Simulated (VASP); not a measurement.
Input of a VASP 6.6.1 run:

INCAR

```
PREC = Accurate ; ENCUT = 520
EDIFF = 1E-6 ; ISMEAR = -1
SIGMA = 0.05 ; LREAL = False
LASPH = True ; NELM = 80
ALGO = Normal ; ISIF = 2
LWAVE = False ; LCHARG = False
GGA = PE ; IVDW = 12
NBANDS = 16
```

File KPOINTS:

```
Automatic mesh
0
Gamma
  7 7 5
```

The input POSCAR:

```
CdS
1.0
    4.1068484233      0.0000000000      0.0000000000
   -2.0534242117      3.5566350641      0.0000000000
    0.0000000000      0.0000000000      3.8556927171
Cd S
1 1
Direct
    0.0000000000      0.0000000000      0.5265989710
    0.6666666667      0.3333333333      0.3504010290
```

Potentials or basis: VASP PAW PBE potentials, release 64 (Cd, S).

Run with:

```sh
$ cat potpaw_PBE.64/Cd/POTCAR potpaw_PBE.64/S/POTCAR > POTCAR
$ mpirun -np 1 vasp_std > vasp.out
```

Q: What does it give for the band gap on the k mesh?

A: 0.95 eV (least direct gap 1.25 eV).

Q: What does it give for the largest force?

A: 0.029 eV/Å.

Q: Predict the pressure.

A: 0.3 GPa.

Q: Predict the dispersion energy per atom.

A: -0.266 eV.

Stress tensor (GPa, compression positive):
```
0.40 0.00 0.00
0.00 0.40 0.00
0.00 0.00 0.04
```

Caveat: an odd mesh through Γ misses points on the zone boundary, where band edges can lie.
